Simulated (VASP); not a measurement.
Here is a VASP 6.6.1 calculation.

POSCAR

```
Ba
1.0
    4.3116137000      0.0000000000      0.0000000000
   -2.1558068500      3.7339669900      0.0000000000
    0.0000000000      0.0000000000     19.9134133000
Ba
2
Direct
    0.0000000000      0.0000000000      0.4017392639
    0.0000000000      0.0000000000      0.5982607361
```

INCAR.step1

```
  PREC = Accurate
  ENCUT = 520
  ISMEAR = 1
  SIGMA = 0.1
  LREAL = F
  LASPH = T
  NELM = 100
  LDIPOL = T
  IDIPOL = 3
  DIPOL = 0.5 0.5 0.500
  NBANDS = 17
  GGA = PE
  ALGO = Normal
  EDIFF = 1E-4
  LWAVE = T
  LCHARG = F
```

Contents of INCAR.step2:

```
  PREC = Accurate
  ENCUT = 520
  EDIFF = 1E-7
  ISMEAR = 1
  SIGMA = 0.1
  LREAL = F
  LASPH = T
  NELM = 100
  ALGO = Normal
  ISIF = 2
  LWAVE = F
  LCHARG = T
  LDIPOL = T
  IDIPOL = 3
  DIPOL = 0.5 0.5 0.500
  METAGGA = R2SCAN
  LMIXTAU = T
  LELF = T
  LVHAR = T
  LVACPOTAV = T
  NBANDS = 17
  ISTART = 1
```

KPOINTS

```
regular mesh
0
Gamma
  5 5 1
```

Potentials or basis: VASP PAW PBE potentials, release 64 (Ba_sv).

Command:

```console
$ cat potpaw_PBE.64/Ba_sv/POTCAR > POTCAR
$ cp INCAR.step1 INCAR
$ mpirun -np 1 vasp_std > vasp.out
$ cp INCAR.step2 INCAR
$ mpirun -np 1 vasp_std > vasp.out
```

(1) Predict the band gap on the k mesh.

(2) Estimate the largest force.

Results:

(1) zero (bands 10 and 11 overlap by 0.11 eV).

(2) 0.020 eV/Å.

Caveat: the PAW data sets were made with another functional, which shifts forces and pressure a little; spin-orbit coupling is left out, which moves the levels of the heavy elements.
